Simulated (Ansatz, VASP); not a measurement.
Al2H: VASP beside Ansatz

```
Al H
1.0
     0.00000    0.00000    2.90479
     4.67664    0.00000    0.00000
     0.00000   10.57504    0.00000
Al H
8 4
Direct
  0.00000 0.22409 0.33502
  0.00000 0.22409 0.83502
  0.00000 0.77591 0.16498
  0.00000 0.77591 0.66498
  0.50000 0.27591 0.08502
  0.50000 0.27591 0.58502
  0.50000 0.72409 0.41498
  0.50000 0.72409 0.91498
  0.00000 0.00000 0.50000
  0.00000 0.00000 0.00000
  0.50000 0.50000 0.25000
  0.50000 0.50000 0.75000
```

Alike in both runs: task single point; functional PBE; k mesh 8 × 6 × 2; occupations gaussian, width 0.2 eV; no spin polarisation.

|  | VASP | Ansatz |
| --- | --- | --- |
| version | VASP 6.6.1 | Ansatz 0.2.0 |
| potentials or method | VASP PAW PBE potentials, release 64 (Al, H), cutoff 520 eV | scalar-relativistic, plane waves, PAW |
| valence electrons in the cell | 28 | 28 |

|  | VASP | Ansatz | Ansatz less VASP |
| --- | --- | --- | --- |
| gap on the k mesh at the Fermi level (eV) | none | none | - |
| pressure (GPa) | 0.0 | 0.1 | +0.08 |
| traceless stress, the component that is largest in VASP (GPa) | 1.71 | 1.69 | -0.017 |
| rms of the force components (eV/Å) | 0.013 | 0.013 | +0.0001 |

Atom by atom the forces differ by 0.001 eV/Å (rms over components). A gap of «none» marks a metal or a gap that the smearing closes. The functional is the same, so the differences come from potentials, cutoffs and numerics.
